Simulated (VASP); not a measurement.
BN, 4 atoms in the cell. Symmetry: P-6m2, No. 187, hexagonal system. Conventional cell: a = 2.510 Å, b = 2.510 Å, c = 6.690 Å, α = 90.00°, β = 90.00°, γ = 120.00°. Within 1.9 Å of B (site symmetry -6m2) lie 3 N at 1.45 Å. Within 1.9 Å of B (site symmetry -6m2) lie 3 N at 1.45 Å. N (site symmetry -6m2) has 3 B at 1.45 Å within 1.9 Å. Within 1.9 Å of N (site symmetry -6m2) lie 3 B at 1.45 Å. 

```yaml
Program: VASP 6.6.1
Task: relaxation of cell and atoms
Functional: PBE
Dispersion: D3(BJ)
Potentials_or_basis: VASP PAW PBE potentials, release 64 (B, N)
Cutoff: 600 eV
k_mesh: 12 × 12 × 4
Occupations: gaussian, width 0.02 eV
Spin: no spin polarisation
Dipole_correction: no
Further_INCAR_settings: ALGO = Normal; EDIFF = 1e-06; IBRION = 2; EDIFFG = -0.005; NSW = 100; ISIF = 3
```

Potentials or basis: VASP PAW PBE potentials, release 64 (B, N).

The run is started by

```sh
$ cat potpaw_PBE.64/B/POTCAR potpaw_PBE.64/N/POTCAR > POTCAR
$ mpirun -np 1 vasp_std > vasp.out
```

Hardware: 1 thread of Intel(R) Xeon(R) Platinum 8488C (Sapphire Rapids) (shared host).

**Question.** How long does it take, and how much memory?

**Answer.** Run time: 100 s on 1 thread of Intel(R) Xeon(R) Platinum 8488C (Sapphire Rapids), with other jobs on the host, peak memory 0.19 GiB. Counts: scf iterations 74, k points 57, ion steps 11.
